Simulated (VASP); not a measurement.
# Ti2Al (P-3m1) in VASP: relaxation of cell and atoms with PBEsol

Aim: the relaxation of cell and atoms of Ti2Al with PBEsol.

Program: VASP 6.6.1. These are calculated values, not measurements. Logs are shortened: lines on timing, memory, paths and dates and some standing lists are left out, and cuts for length are marked.

## (1) The cell of the first run

It takes space group P-3m1 (No. 164, trigonal). Conventional cell: a = 4.541 Å, b = 4.541 Å, c = 5.562 Å, α = 90.00°, β = 90.00°, γ = 120.00°. Al (site symmetry 3m) has 11 Ti at 2.78 to 3.21 Å and 3 Al at 2.78 Å within 3.7 Å. Within 3.7 Å of Ti (site symmetry 3m) lie 6 Al at 2.78 to 3.21 Å and 8 Ti at 2.78 to 3.21 Å. Within 3.7 Å of Ti (site symmetry 3m) lie 9 Ti at 2.78 to 3.21 Å and 5 Al at 2.78 to 3.21 Å.

## (2) Relaxation of cell and atoms, PBEsol

The input, INCAR:

```
SYSTEM = Ti2Al
PREC = Accurate ; ENCUT = 600
EDIFF = 1E-6 ; ISMEAR = 0
SIGMA = 0.1 ; LREAL = .FALSE.
LASPH = .TRUE. ; NELM = 100
ALGO = Normal ; ISIF = 3
LWAVE = .FALSE. ; LCHARG = .FALSE.
GGA = PS ; IBRION = 2
NSW = 65 ; EDIFFG = -0.01
```

The input, KPOINTS:

```
Automatic mesh
0
G
  9 9 6
  0 0 0
```

The input, POSCAR:

```
Ti2Al
1.0
    4.5413254147      0.0000000000      0.0000000000
   -2.2706627074      3.9329031760      0.0000000000
    0.0000000000      0.0000000000      5.5619650110
Al Ti
2 4
Direct
    0.0000000000      0.0000000000      0.0000000000
    0.3333333333      0.6666666667      0.1666666667
    0.6666666667      0.3333333333      0.3333333333
    1.0000000000      0.0000000000      0.5000000000
    0.6666666667      0.3333333333      0.8333333333
    0.3333333333      0.6666666667      0.6666666667
```

Potentials or basis: VASP PAW PBE potentials, release 64 (Al, Ti_sv).

The run is started by

```sh
> cat potpaw_PBE.64/Al/POTCAR potpaw_PBE.64/Ti_sv/POTCAR > POTCAR
> mpirun -np 1 vasp_std > vasp.out
```

OUTCAR:

```text
SYSTEM = Ti2Al
   PREC = Accurate
   ENCUT = 600
   EDIFF = 1E-6
   ISMEAR = 0
   LREAL = .FALSE.
   LASPH = .TRUE.
   NELM = 100
   ISIF = 3
   GGA = PS
   IBRION = 2
   NSW = 65
   EDIFFG = -0.01

 ion  position               nearest neighbor table
   1  0.000  0.000  0.000-   2 2.78   5 2.78   4 2.78   4 2.78   5 2.78   2 2.78   5 2.78   2 2.78

   2  0.333  0.667  0.167-   3 2.78   3 2.78   1 2.78   6 2.78   6 2.78   1 2.78   1 2.78   3 2.78

   3  0.667  0.333  0.333-   2 2.78   2 2.78   4 2.78   5 2.78   5 2.78   4 2.78   4 2.78   2 2.78

   4  0.000  0.000  0.500-   3 2.78   6 2.78   1 2.78   1 2.78   3 2.78   6 2.78   3 2.78   6 2.78

   5  0.667  0.333  0.833-   6 2.78   6 2.78   1 2.78   3 2.78   3 2.78   1 2.78   1 2.78   6 2.78

   6  0.333  0.667  0.667-   5 2.78   5 2.78   4 2.78   2 2.78   2 2.78   4 2.78   4 2.78   5 2.78

  LATTYP: Found a hexagonal cell.
 ALAT       =     4.5413254147
 C/A-ratio  =     1.2247448714

  Lattice vectors:

 A1 = (   4.5413254147,   0.0000000000,   0.0000000000)
 A2 = (  -2.2706627074,   3.9329031760,   0.0000000000)
 A3 = (   0.0000000000,   0.0000000000,   5.5619650110)

Analysis of symmetry for initial positions (statically):
=====================================================================
 Subroutine PRICEL returns:
 Original cell was already a primitive cell.

 Routine SETGRP: Setting up the symmetry group for a
 hexagonal supercell.

 Subroutine GETGRP returns: Found 12 space group operations
 (whereof  6 operations were pure point group operations)
 out of a pool of 24 trial point group operations.

The static configuration has the point symmetry C_3v.
 The point group associated with its full space group is D_3d.

Analysis of symmetry for dynamics (positions and initial velocities):
=====================================================================
 Subroutine PRICEL returns:
 Original cell was already a primitive cell.

 Routine SETGRP: Setting up the symmetry group for a
 hexagonal supercell.

 Subroutine GETGRP returns: Found 12 space group operations
 (whereof  6 operations were pure point group operations)
 out of a pool of 24 trial point group operations.

The dynamic configuration has the point symmetry C_3v.
 The point group associated with its full space group is D_3d.

 Subroutine INISYM returns: Found 12 space group operations
 (whereof  6 operations are pure point group operations),
 and found     1 'primitive' translations

[... 123 lines left out ...]
  volume/ion in A,a.u.               =      16.56       111.73
  Fermi-wavevector in a.u.,A,eV,Ry     =   1.336077  2.524819 24.287771  1.785101
  Thomas-Fermi vector in A             =   2.464731
   LORBIT       =      0    0 simple, 1 ext, 2 COOP (PROOUT), +10 PAW based schemes
   GGA     = PS    functional components
   LHFCALC =     F    Hartree Fock is set to
   AEXX    =    0.0000 exact exchange contribution
   IVDW    =     0    specifies the selected vdW correction
   LEPSILON=     F    determine dielectric tensor
   LRPA    =     F    only Hartree local field effects (RPA)
 conjugate gradient relaxation of ions
 non-spin polarized calculation
 Gauss-broadening in eV      SIGMA  =   0.10
  energy-cutoff  :      600.00
  volume of cell :       99.34
 maximum number of plane-waves:      3365
   NGX = 19   NGY = 19   NGZ = 23

--------------------------------------- Ionic step        1  -------------------------------------------

 number of electron      54.0000006 magnetization

 Free energy of the ion-electron system (eV)
  ---------------------------------------------------
  ext. energy  EPLUGINS =         0.00000000
  ---------------------------------------------------
  free energy    TOTEN  =       -42.18035695 eV

  energy without entropy =      -42.13281634  energy(sigma->0) =      -42.15658664

------------------------ aborting loop because EDIFF is reached ----------------------------------------

  FORCE on cell =-STRESS in cart. coord.  units (eV):
  Direction    XX          YY          ZZ          XY          YZ          ZX
  --------------------------------------------------------------------------------------
  -------------------------------------------------------------------------------------
  Total       -2.1788383     -2.1788383     -1.6079534      0.0000000     -0.0000000      0.0000000
  in kB      -35.1407849    -35.1407849    -25.9334268      0.0000000     -0.0000000      0.0000000
  external PRESSURE =     -32.0716655 kB  Pullay stress =       0.0000000 kB
[... 101 lines left out ...]
  FREE ENERGIE OF THE ION-ELECTRON SYSTEM (eV)
  ---------------------------------------------------
  free  energy   TOTEN  =       -42.2744973759 eV

  energy  without entropy=      -42.2315535955  energy(sigma->0) =      -42.25302549

[... ionic steps 4 to 8 ...]

--------------------------------------- Ionic step        9  -------------------------------------------

 number of electron      54.0000013 magnetization

------------------------ aborting loop because EDIFF is reached ----------------------------------------
[... 75 lines left out ...]
--------------------------------------- Ionic step       11  -------------------------------------------

 number of electron      54.0000014 magnetization

 Free energy of the ion-electron system (eV)
  ---------------------------------------------------
  ext. energy  EPLUGINS =         0.00000000
  ---------------------------------------------------
  free energy    TOTEN  =       -42.31986287 eV

  energy without entropy =      -42.28245569  energy(sigma->0) =      -42.30115928

 E-fermi :   8.4439     XC(G=0): -11.4227

 val. band max:        8.4412646175   @ k =   0.3333   0.2222   0.3333
 cond. band min:       8.4446285127   @ k =   0.1111  -0.0000   0.1667
 fundamental gap:      0.0033638952
 Fermi energy:         8.4438872064

 k-point     1 :       0.0000    0.0000    0.0000
  band No.  band energies     occupation
      1     -47.8474      2.00000
      2     -47.7343      2.00000
      3     -47.6629      2.00000
      4     -47.5568      2.00000
      5     -24.3888      2.00000
      6     -24.3190      2.00000
[... 829 lines left out ...]
     31       9.3767      0.00000
     32      10.3556      0.00000

 [... further k-points ...]

------------------------ aborting loop because EDIFF is reached ----------------------------------------

  FORCE on cell =-STRESS in cart. coord.  units (eV):
  Direction    XX          YY          ZZ          XY          YZ          ZX
  --------------------------------------------------------------------------------------
  -------------------------------------------------------------------------------------
  Total        0.0227135      0.0227135     -0.0324149     -0.0000000      0.0000000     -0.0000000
  in kB        0.3750915      0.3750915     -0.5353013     -0.0000000      0.0000000     -0.0000000
  external PRESSURE =       0.0716273 kB  Pullay stress =       0.0000000 kB
[... 21 lines left out ...]
  FREE ENERGIE OF THE ION-ELECTRON SYSTEM (eV)
  ---------------------------------------------------
  free  energy   TOTEN  =       -42.3198628710 eV

  energy  without entropy=      -42.2824556898  energy(sigma->0) =      -42.30115928

 reached required accuracy - stopping structural energy minimisation
```

OSZICAR:

```text
N       E                     dE             d eps       ncg     rms          rms(c)
DAV:   1     0.694304200195E+03    0.69430E+03   -0.29268E+04  3968   0.212E+03
DAV:   2     0.423126747160E+02   -0.65199E+03   -0.64608E+03  3968   0.617E+02
DAV:   3    -0.370827257286E+02   -0.79395E+02   -0.78224E+02  6832   0.179E+02
[... 123 lines left out ...]
DAV:   2    -0.423203512519E+02   -0.65883E-03   -0.10396E-02  5640   0.894E-01    0.197E-01
DAV:   3    -0.423199275324E+02    0.42372E-03   -0.55567E-03  5264   0.713E-01    0.657E-02
DAV:   4    -0.423198647270E+02    0.62805E-04   -0.43001E-04  6104   0.200E-01    0.158E-02
DAV:   5    -0.423198630676E+02    0.16594E-05   -0.38258E-05  5640   0.588E-02    0.563E-03
DAV:   6    -0.423198628710E+02    0.19666E-06   -0.30255E-06  4248   0.169E-02
  11 F= -.42319863E+02 E0= -.42301159E+02  d E =-.256462E-03
```

It took 24 min on 1 thread of AMD EPYC 9R45 (Zen 5), shared host; peak memory 0.34 GiB.

Results:

| Item | Value |
| --- | --- |
| Free energy | -42.3199 eV |
| Relaxed volume | 16.17 Å³/atom |
| Relaxed cell | a = 4.489 Å, b = 4.489 Å, c = 5.561 Å, α = 90.00°, β = 90.00°, γ = 120.00° |
| Space group after relaxing (to 0.05 Å) | P-3m1 (No. 164) |
| Energy gained by relaxing | 23.3 meV/atom |
| Ionic steps | 11 |
| Pressure after relaxing | 0.0 GPa |
| Largest force after relaxing | 0.009 eV/Å |
| Band gap on the k mesh | zero (band 27 reaches 8.62 eV, above the bottom of band 28 at 8.18 eV) |

Forces on the atoms (eV/Å):
```
Al   0.000  0.000 -0.002
Al   0.000  0.000  0.002
Ti   0.000  0.000  0.007
Ti   0.000  0.000  0.009
Ti   0.000  0.000 -0.007
Ti   0.000  0.000 -0.009
```

Stress tensor (GPa, compression positive):
```
 0.04  0.00  0.00
 0.00  0.04  0.00
 0.00  0.00 -0.05
```

The path:
| step | energy change (eV) | largest force (eV/Å) | pressure (GPa) | volume (Å³) |
| --- | --- | --- | --- | --- |
| 1 | 0.0000 | 0.9258 | -3.21 | 99.34 |
| 2 | -0.0931 | 0.4690 | 2.56 | 94.65 |
| 3 | -0.0941 | 0.5167 | 1.99 | 95.07 |
| 4 | -0.1347 | 0.1240 | 0.77 | 96.31 |
| 5 | -0.1381 | 0.0597 | 0.33 | 96.80 |
| 6 | -0.1386 | 0.0376 | -0.24 | 97.24 |
| 7 | -0.1387 | 0.0393 | -0.11 | 97.12 |
| 8 | -0.1390 | 0.0283 | -0.06 | 97.08 |
| 9 | -0.1392 | 0.0208 | 0.03 | 96.98 |
| 10 | -0.1395 | 0.0133 | 0.03 | 97.01 |
| 11 | -0.1395 | 0.0086 | 0.01 | 97.02 |

Final structure:
```
CELL_PARAMETERS angstrom
4.48851 0.00000 0.00000
-2.24425 3.88716 0.00000
0.00000 0.00000 5.56060
ATOMIC_POSITIONS crystal
Al 0.00000 0.00000 0.00001
Al 0.33333 0.66667 0.16666
Ti 0.66667 0.33333 0.34954
Ti 0.00000 0.00000 0.50941
Ti 0.66667 0.33333 0.81713
Ti 0.33333 0.66667 0.65725
```

Caveat: the PAW data sets were made with another functional, which shifts forces and pressure a little.
